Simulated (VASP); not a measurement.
## Re: relaxation of cell and atoms with LDA

Re:

```xyz
1
Lattice="-1.5450 1.5450 1.5450 1.5450 -1.5450 1.5450 1.5450 1.5450 -1.5450" Properties=species:S:1:pos:R:3 pbc="T T T"
Re    0.0000    0.0000    0.0000
```

This isn't the form of Re at room conditions, which is hcp.

| Quantity | Value |
| --- | --- |
| Program | VASP 6.6.1 |
| Task | relaxation of cell and atoms |
| Functional | LDA |
| Potentials or basis | VASP PAW LDA potentials, release 64 (Re) |
| Cutoff | 600 eV |
| k mesh | 10 × 10 × 10 |
| Occupations | gaussian, width 0.05 eV |
| Spin | no spin polarisation |
| Target pressure | 45 GPa |
| Dipole correction | no |
| Further INCAR settings | ALGO = Normal; EDIFF = 1e-07; IBRION = 2; EDIFFG = -0.01; NSW = 80; ISIF = 3 |

```json
{
  "Relaxed volume": "13.24 Å³/atom",
  "Relaxed cell": "a = 2.581 Å, b = 2.581 Å, c = 2.581 Å, α = 109.47°, β = 109.47°, γ = 109.47°",
  "Space group after relaxing (to 0.1 Å)": "Im-3m (No. 229)",
  "Energy change on relaxing (the run minimises the enthalpy)": "+158.8 meV/atom",
  "Ionic steps": "16",
  "Pressure after relaxing": "45.0 GPa",
  "Band gap on the k mesh": "zero (an odd number of electrons rules out a gap without spin polarisation)"
}
```

Step by step:
```csv
step,energy change (eV),largest force (eV/Å),pressure (GPa),volume (Å³)
1,0.0000,0.0000,-6.44,14.75
2,18.7054,0.0000,1436.97,6.77
3,0.0485,0.0000,23.98,13.76
4,0.0947,0.0000,33.89,13.50
5,0.1611,0.0000,45.36,13.23
6,0.1529,0.0000,44.06,13.26
7,0.1534,0.0000,44.15,13.26
8,0.1551,0.0000,44.42,13.26
9,0.1552,0.0000,44.42,13.26
10,0.1552,0.0000,44.43,13.25
11,0.1554,0.0000,44.45,13.25
12,0.1557,0.0000,44.50,13.25
13,0.1562,0.0000,44.59,13.25
14,0.1574,0.0000,44.78,13.25
15,0.1597,0.0000,45.15,13.24
16,0.1588,0.0000,45.01,13.24
```

Final structure:
```
Re
1.0
    -1.49039    1.49039    1.49039
     1.49039   -1.49039    1.49039
     1.49039    1.49039   -1.49039
Re
1
Direct
  0.00000 0.00000 0.00000
```

Levels at points of the mesh, in eV from the Fermi level:
```
           k point  band 1  band 2  band 3  band 4  band 5  band 6  band 7
(0.00, 0.00, 0.00)  -11.41   -3.02   -3.02   -3.02    0.93    0.93   15.89
(0.50, 0.00, 0.00)   -8.37   -5.65    0.46    0.89    1.92    5.50   11.96
(0.50, 0.50, 0.50)   -8.19   -8.19    4.35    4.35    4.35    8.98    8.98
```

Run time: 34 s on 1 thread of Intel(R) Xeon(R) Platinum 8259CL CPU @ 2.50GHz (Skylake/Cascade Lake) (shared host), peak memory 0.16 GiB.

Caveat: the cell is relaxed towards a set pressure, so the run minimises the enthalpy, not the energy; spin-orbit coupling is left out, which moves the levels of the heavy elements.
